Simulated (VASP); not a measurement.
# Ta (P1) in VASP: single point with LDA

Aim: the single point of Ta with LDA.

Program: VASP 6.6.1. These are calculated values, not measurements. Logs are shortened: lines on timing, memory, paths and dates and some standing lists are left out, and cuts for length are marked.

### 1 The cell of the first run

The typed cell holds 4 atoms: a = 2.839 Å, b = 4.916 Å, c = 5.807 Å, α = 115.04°, β = 104.15°, γ = 90.00°.

### 2 Single point, LDA

File INCAR:

```
SYSTEM = Ta
ALGO = Fast
EDIFF = 1E-6
ENCUT = 520
GGA = CA
ISIF = 2
ISMEAR = 0
LASPH = .True.
LCHARG = .True.
LELF = .True.
LREAL = .False.
LVHAR = .True.
LWAVE = .False.
NBANDS = 30
NELM = 100
PREC = Accurate
SIGMA = 0.15
```

File KPOINTS:

```
k-points
0
Gamma
  12 12 12
  0 0 0
```

File POSCAR:

```
Ta
1.0
   -2.8385205507      0.0000000000      0.0000000000
    0.0000000000      4.9164618122      0.0000000000
    1.4192602754     -2.4582309061     -5.0658835793
Ta
4
Direct
    0.1266184921      0.7924477797      0.2510223655
    0.6233815079      0.2908855537      0.2489776345
    0.8762533969      0.2091024636      0.7445836923
    0.3737466031      0.7075642030      0.7554163077
```

Potentials or basis: VASP PAW LDA potentials, release 64 (Ta_pv).

Started as:

```bash
cat potpaw_LDA.64/Ta_pv/POTCAR > POTCAR
mpirun -np 1 vasp_std > vasp.out
```

OUTCAR:

```text
SYSTEM = Ta
   EDIFF = 1E-6
   ENCUT = 520
   GGA = CA
   ISIF = 2
   ISMEAR = 0
   LASPH = .True.
   LREAL = .False.
   NELM = 100
   PREC = Accurate

 ion  position               nearest neighbor table
   1  0.127  0.792  0.251-   2 2.83   2 2.84   2 2.84   2 2.84   4 2.99   3 2.99   3 3.00   4 3.00
                             3 3.04   4 3.05
   2  0.623  0.291  0.249-   1 2.83   1 2.84   1 2.84   1 2.84   3 2.99   4 3.00   3 3.03   4 3.04
                             4 3.04   3 3.05
   3  0.876  0.209  0.745-   4 2.80   4 2.82   4 2.86   4 2.88   2 2.99   1 2.99   1 3.00   2 3.03
                             1 3.04   2 3.05
   4  0.374  0.708  0.755-   3 2.80   3 2.82   3 2.86   3 2.88   1 2.99   2 3.00   1 3.00   2 3.04
                             2 3.04   1 3.05

  LATTYP: Found a body centered orthorhombic cell.
 ALAT       =     2.8385205507
 B/A-ratio  =     1.7320508076
 C/A-ratio  =     3.5693830563

  Lattice vectors:

 A1 = (  -1.4192602754,   2.4582309061,   5.0658835793)
 A2 = (   1.4192602753,  -2.4582309061,   5.0658835793)
 A3 = (   1.4192602754,   2.4582309061,  -5.0658835793)

Analysis of symmetry for initial positions (statically):
=====================================================================
 Subroutine PRICEL returns:
 Original cell was already a primitive cell.

 Routine SETGRP: Setting up the symmetry group for a
 body centered orthorhombic supercell.

 Subroutine GETGRP returns: Found  1 space group operations
 (whereof  1 operations were pure point group operations)
 out of a pool of  8 trial point group operations.

The static configuration has the point symmetry C_1 .

Analysis of symmetry for dynamics (positions and initial velocities):
=====================================================================
 Subroutine PRICEL returns:
 Original cell was already a primitive cell.

 Routine SETGRP: Setting up the symmetry group for a
 body centered orthorhombic supercell.

 Subroutine GETGRP returns: Found  1 space group operations
 (whereof  1 operations were pure point group operations)
 out of a pool of  8 trial point group operations.

The dynamic configuration has the point symmetry C_1 .

 Subroutine INISYM returns: Found  1 space group operations
 (whereof  1 operations are pure point group operations),
 and found     1 'primitive' translations

----------------------------------------------------------------------------------------

                                     Primitive cell

  volume of cell :      70.6968

  direct lattice vectors                    reciprocal lattice vectors
    -2.838520551  0.000000000  0.000000000    -0.352296199  0.000000000 -0.098699465
     0.000000000  4.916461812  0.000000000     0.000000000  0.203398305 -0.098699465
     1.419260275 -2.458230906 -5.065883579     0.000000000  0.000000000 -0.197398930

  length of vectors
     2.838520551  4.916461812  5.806924776     0.365860897  0.226080638  0.197398930

  position of ions in fractional coordinates (direct lattice)
     0.126618492  0.792447780  0.251022365
     0.623381508  0.290885554  0.248977635
     0.876253397  0.209102464  0.744583692
     0.373746603  0.707564203  0.755416308

  ion indices of the primitive-cell ions
   primitive index   ion index
                 1           1
                 2           2
                 3           3
                 4           4

----------------------------------------------------------------------------------------

 KPOINTS: k-points

Automatic generation of k-mesh.
 Grid dimensions read from file:
 generate k-points for:   12   12   12

 Generating k-lattice:

  Cartesian coordinates                     Fractional coordinates (reciprocal lattice)
    -0.029358017  0.000000000 -0.008224955     0.083333333  0.000000000  0.000000000
     0.000000000  0.016949859 -0.008224955     0.000000000  0.083333333  0.000000000
     0.000000000  0.000000000 -0.016449911     0.000000000  0.000000000  0.083333333

  Length of vectors
     0.030488408  0.018840053  0.016449911

  Shift w.r.t. Gamma in fractional coordinates (k-lattice)
     0.000000000  0.000000000  0.000000000

 Subroutine IBZKPT returns following result:
 ===========================================

 Found    868 irreducible k-points:

 Following reciprocal coordinates:
            Coordinates               Weight
  0.000000  0.000000  0.000000      1.000000
  0.083333  0.000000 -0.000000      2.000000
  0.083333  0.000000 -0.083333      2.000000
  0.166667  0.000000 -0.000000      2.000000
  0.166667  0.000000 -0.166667      2.000000
  0.250000  0.000000 -0.000000      2.000000
[... 16 lines left out ...]
 -0.166667 -0.083333  0.250000      2.000000
  0.250000  0.083333 -0.000000      2.000000
 [... further k-points ...]
   k-points           NKPTS =    868   k-points in BZ     NKDIM =    868   number of bands    NBANDS=     30
   number of dos      NEDOS =    301   number of ions     NIONS =      4
   total plane-waves  NPLWV =  46080
   dimension x,y,z NGX =    24 NGY =   40 NGZ =   48
   dimension x,y,z NGXF=    48 NGYF=   80 NGZF=   96
   ions per type =               4
   NGX,Y,Z   is equivalent  to a cutoff of  14.06, 13.53, 13.74 a.u.
   NGXF,Y,Z  is equivalent  to a cutoff of  28.11, 27.05, 27.48 a.u.
 SYSTEM =  Ta
   PREC   = accura    normal or accurate (medium, high low for compatibility)
   ISTART =      0    job   : 0-new  1-cont  2-samecut
   ICHARG =      2    charge: 1-file 2-atom 10-const
   ISPIN  =      1    spin polarized calculation?
   LNONCOLLINEAR =      F non collinear calculations
   LSORBIT =      F    spin-orbit coupling
   LASPH  =      T    aspherical Exc in radial PAW
   ENCUT  =  520.0 eV  38.22 Ry    6.18 a.u.   5.28  9.14 10.80*2*pi/ulx,y,z
   NELM   =    100;   NELMIN=  2; NELMDL= -5     # of ELM steps
   EDIFF  = 0.1E-05   stopping-criterion for ELM
   LREAL  =      F    real-space projection
   EDIFFG = 0.1E-04   stopping-criterion for IOM
   NSW    =      0    number of steps for IOM
   IBRION =     -1    ionic relax: 0-MD 1-quasi-New 2-CG
   NFREE  =      0    steps in history (QN), initial steepest desc. (CG)
   ISIF   =      2    stress and relaxation
   ISYM   =      2    0-nonsym 1-usesym 2-fastsym
   POTIM  = 0.5000    time-step for ionic-motion
   TEBEG  =    0.0;   TEEND  =   0.0 temperature during run
   PSTRESS=    0.0 pullay stress
   NELECT =      44.0000    total number of electrons
   NUPDOWN=      -1.0000    fix difference up-down
   EMIN   =  10.00;   EMAX   =-10.00  energy-range for DOS
   EFERMI =   0.00;   METHOD = LEGACY
   ISMEAR =     0;   SIGMA  =   0.15  broadening in eV -4-tet -1-fermi 0-gaus
   EFERMI_NEDOS =   21; number of points for ismear=-14 and -15
   IALGO  =     68    algorithm
   IMIX   =      4    mixing-type and parameters
     AMIX     =   0.40;   BMIX     =  1.00
     AMIX_MAG =   1.60;   BMIX_MAG =  1.00
  volume/ion in A,a.u.               =      17.67       119.27
  Fermi-wavevector in a.u.,A,eV,Ry     =   1.397738  2.641342 26.581312  1.953671
  Thomas-Fermi vector in A             =   2.520965
   LORBIT       =      0    0 simple, 1 ext, 2 COOP (PROOUT), +10 PAW based schemes
   GGA     = CA    functional components
   LHFCALC =     F    Hartree Fock is set to
   AEXX    =    0.0000 exact exchange contribution
   IVDW    =     0    specifies the selected vdW correction
   LEPSILON=     F    determine dielectric tensor
   LRPA    =     F    only Hartree local field effects (RPA)
 non-spin polarized calculation
 RMM-DIIS sequential band-by-band and
 Gauss-broadening in eV      SIGMA  =   0.15
  energy-cutoff  :      520.00
  volume of cell :       70.70
 maximum number of plane-waves:      1927
 NGX is ok and might be reduce to    24
   NGX = 11   NGY = 19   NGZ = 21

 number of electron      43.9999997 magnetization

 Free energy of the ion-electron system (eV)
  ---------------------------------------------------
  ext. energy  EPLUGINS =         0.00000000
  ---------------------------------------------------
  free energy    TOTEN  =       -50.10614246 eV

  energy without entropy =      -50.05487546  energy(sigma->0) =      -50.08050896

 E-fermi :   5.9861     XC(G=0): -12.8791

 val. band max:        5.9859437849   @ k =   0.2500   0.5000  -0.3333
 cond. band min:       5.9865600499   @ k =   0.1667  -0.2500   0.1667
 fundamental gap:      0.0006162650
 Fermi energy:         5.9860863994

 k-point     1 :       0.0000    0.0000    0.0000
  band No.  band energies     occupation
      1     -28.5258      2.00000
      2     -28.5225      2.00000
      3     -28.4052      2.00000
      4     -27.6292      2.00000
      5     -27.6264      2.00000
      6     -27.4928      2.00000
[... 22 lines left out ...]
     29       9.0766      0.00000
     30       9.0977      0.00000

 k-point     2 :       0.0833    0.0000   -0.0000
  band No.  band energies     occupation
      1     -28.5068      2.00000
      2     -28.4871      2.00000
      3     -28.3805      2.00000
      4     -27.6708      2.00000
      5     -27.6348      2.00000
      6     -27.5346      2.00000
[... 22 lines left out ...]
     29       8.9146      0.00000
     30       9.1401      0.00000

 k-point     3 :       0.0833    0.0000   -0.0833
  band No.  band energies     occupation
      1     -28.5068      2.00000
      2     -28.4871      2.00000
      3     -28.3805      2.00000
      4     -27.6711      2.00000
      5     -27.6344      2.00000
      6     -27.5342      2.00000
[... 22 lines left out ...]
     29       8.9274      0.00000
     30       9.1343      0.00000

 k-point     4 :       0.1667    0.0000   -0.0000
  band No.  band energies     occupation
      1     -28.4364      2.00000
      2     -28.4007      2.00000
      3     -28.3107      2.00000
      4     -27.7940      2.00000
      5     -27.7390      2.00000
      6     -27.5804      2.00000
[... 22 lines left out ...]
     29       8.6135      0.00000
     30       8.7855      0.00000

 k-point     5 :       0.1667    0.0000   -0.1667
  band No.  band energies     occupation
      1     -28.4364      2.00000
      2     -28.4007      2.00000
      3     -28.3107      2.00000
      4     -27.7942      2.00000
      5     -27.7388      2.00000
      6     -27.5801      2.00000
[... 22 lines left out ...]
     29       8.6228      0.00000
     30       8.7820      0.00000
[... 526 lines left out ...]
     29       8.6559      0.00000
     30       8.8390      0.00000

 k-point    22 :      -0.1667    0.0833   -0.0833
  band No.  band energies     occupation
      1     -28.4268      2.00000
      2     -28.3761      2.00000
      3     -28.2878      2.00000
      4     -27.7979      2.00000
      5     -27.7199      2.00000
      6     -27.5998      2.00000
[... 22 lines left out ...]
     29       8.6582      0.00000
     30       8.8376      0.00000

 k-point    23 :      -0.1667   -0.0833    0.2500
  band No.  band energies     occupation
      1     -28.4267      2.00000
      2     -28.3760      2.00000
      3     -28.2878      2.00000
      4     -27.7986      2.00000
      5     -27.7201      2.00000
      6     -27.6000      2.00000
[... 22 lines left out ...]
     29       8.6609      0.00000
     30       8.8400      0.00000

 k-point    24 :       0.2500    0.0833   -0.0000
  band No.  band energies     occupation
      1     -28.3189      2.00000
      2     -28.2716      2.00000
      3     -28.1897      2.00000
      4     -27.9668      2.00000
      5     -27.8805      2.00000
      6     -27.7446      2.00000
[... 22 lines left out ...]
     29       8.8254      0.00000
     30       9.1033      0.00000

 [... further k-points ...]

------------------------ aborting loop because EDIFF is reached ----------------------------------------

  FORCE on cell =-STRESS in cart. coord.  units (eV):
  Direction    XX          YY          ZZ          XY          YZ          ZX
  --------------------------------------------------------------------------------------
  -------------------------------------------------------------------------------------
  Total        0.2646317      0.3995174      0.4281064     -0.0007268     -0.0180180      0.0047467
  in kB        5.9972548      9.0541233      9.7020250     -0.0164711     -0.4083355      0.1075727
  external PRESSURE =       8.2511343 kB  Pullay stress =       0.0000000 kB

 VOLUME and BASIS-vectors are now :
 -----------------------------------------------------------------------------
  energy-cutoff  :      520.00
  volume of cell :       70.70
      direct lattice vectors                 reciprocal lattice vectors
    -2.838520551  0.000000000  0.000000000    -0.352296199  0.000000000 -0.098699465
     0.000000000  4.916461812  0.000000000     0.000000000  0.203398305 -0.098699465
     1.419260275 -2.458230906 -5.065883579     0.000000000  0.000000000 -0.197398930

 POSITION                                       TOTAL-FORCE (eV/Angst)
 -----------------------------------------------------------------------------------
     -0.00314      3.27897     -1.27165         0.007592     -0.146428     -0.028763
     -1.41612      0.81808     -1.26129        -0.007841      0.123082      0.024384
     -1.43051     -0.80231     -3.77197         0.029364     -0.266219     -0.226057
      0.01124      1.62172     -3.82685        -0.029115      0.289565      0.230435
 -----------------------------------------------------------------------------------
    total drift:                               -0.000019     -0.000077     -0.000098

  FREE ENERGIE OF THE ION-ELECTRON SYSTEM (eV)
  ---------------------------------------------------
  free  energy   TOTEN  =       -50.1061424550 eV

  energy  without entropy=      -50.0548754585  energy(sigma->0) =      -50.08050896
```

Run time: 57 min. Hardware: 1 thread of Oxide Virtual Turin-like, shared host; peak memory 1.2 GiB.

Results:

| Property | Result |
| --- | --- |
| Free energy | -50.1061 eV |
| Pressure | 0.8 GPa |
| Largest force | 0.371 eV/Å |
| Band gap on the k mesh | zero (bands 22 and 23 overlap by 1.51 eV) |

Forces in eV/Å, atoms in the order of the input:
```
Ta   0.008 -0.146 -0.029
Ta  -0.008  0.123  0.024
Ta   0.029 -0.266 -0.226
Ta  -0.029  0.290  0.230
```

Levels at points of the mesh, in eV from the Fermi level:
```tsv
k point	band 19	band 20	band 21	band 22	band 23	band 24	band 25	band 26
(0.00, 0.00, 0.00)	-0.70	0.20	0.54	0.55	1.14	1.16	1.83	1.85
(0.50, 0.00, 0.00)	-1.44	-1.34	-0.51	-0.45	-0.44	-0.31	0.56	0.70
(0.50, 0.00, 0.50)	-1.43	-1.37	-0.58	-0.45	-0.37	-0.29	0.60	0.64
(0.00, 0.50, 0.00)	-1.09	-1.02	-0.80	-0.65	0.37	0.48	1.83	1.93
(0.00, 0.50, 0.50)	-1.09	-0.99	-0.76	-0.72	0.29	0.57	1.86	1.92
(0.50, 0.50, 0.00)	-2.53	-0.42	-0.23	0.53	0.81	1.83	1.83	2.68
(0.50, 0.50, 0.50)	-2.53	-0.42	-0.23	0.54	0.81	1.83	1.83	2.68
(0.00, 0.00, 0.50)	-1.25	-0.42	-0.23	0.52	0.60	0.60	0.61	0.62
```

Caveat: spin-orbit coupling is left out, which moves the levels of the heavy elements.
